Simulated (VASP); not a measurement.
**TiAl: single point with PBEsol**

TiAl:

```xyz
2
Lattice="2.8480 0.0000 0.0000 -1.4240 2.4665 0.0000 0.0000 0.0000 4.6467" Properties=species:S:1:pos:R:3 pbc="T T T"
Ti    0.0000    0.0000    0.0000
Al    0.0000    1.6443    2.3233
```

This cell differs from its parent crystal: volume scaled by 0.98.

```json
{
  "Program": "VASP 6.6.1",
  "Task": "single point",
  "Functional": "PBEsol",
  "Potentials or basis": "VASP PAW PBE potentials, release 64 (Ti_sv, Al)",
  "Cutoff": "520 eV",
  "k mesh": "11 × 11 × 6",
  "Occupations": "fermi-dirac, width 0.05 eV",
  "Spin": "no spin polarisation",
  "Dipole correction": "no",
  "Further INCAR settings": "ALGO = Fast; EDIFF = 1e-06; NBANDS = 14"
}
```

| Quantity | Value |
| --- | --- |
| Pressure | -0.7 GPa |

Stress tensor (GPa, compression positive):
```
-0.34  0.00  0.00
 0.00 -0.34  0.00
 0.00  0.00 -1.53
```

Levels at points of the mesh, in eV from the Fermi level:
```csv
k point,band 4,band 5,band 6,band 7,band 8,band 9,band 10,band 11
"(0.00, 0.00, 0.00)",-32.21,-8.99,-2.31,-1.81,1.32,1.32,2.85,2.85
"(0.00, 0.00, 0.50)",-32.21,-8.07,-5.30,-0.43,1.33,1.33,2.77,2.77
```

Run time: 2.1 min on 1 thread of Intel Xeon 8259CL, on a shared host, peak memory 0.17 GiB.

Caveat: the PAW data sets were made with another functional, which shifts forces and pressure a little.
